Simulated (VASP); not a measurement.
CdO: single point with BLYP

The system is CdO.

```xyz
2
Lattice="0.0000 2.4164 2.4164 2.4164 0.0000 2.4164 2.4164 2.4164 0.0000" Properties=species:S:1:pos:R:3 pbc="T T T"
Cd    0.0000    0.0000    0.0000
O     2.4164    2.4164    2.4164
```

- Program: VASP 6.6.1
- Task: single point
- Functional: BLYP
- Potentials or basis: VASP PAW PBE potentials, release 64 (Cd_sv_GW, O)
- Cutoff: 700 eV
- k mesh: 8 × 8 × 8
- Occupations: gaussian, width 0.05 eV
- Spin: no spin polarisation

- Pressure: -0.1 GPa
- Band gap on the k mesh: zero (bands 13 and 14 overlap by 0.43 eV)

Levels at points of the mesh, in eV from the Fermi level:
```tsv
k point	band 11	band 12	band 13	band 14	band 15	band 16
(0.00, 0.00, 0.00)	-1.09	-1.09	-1.09	-0.48	14.95	16.67
(0.50, 0.00, 0.00)	-3.64	-0.04	-0.04	4.60	6.66	11.46
(0.50, 0.50, 0.00)	-3.69	-1.94	-1.94	3.44	8.30	11.32
```

It took 33 s on 1 thread of Intel(R) Xeon(R) Platinum 8259CL CPU @ 2.50GHz (Skylake/Cascade Lake), on a shared host, peak memory 0.2 GiB.

Caveat: semilocal functionals underestimate gaps, and a narrow one can read as zero; the PAW data sets were made with another functional, which shifts forces and pressure a little.
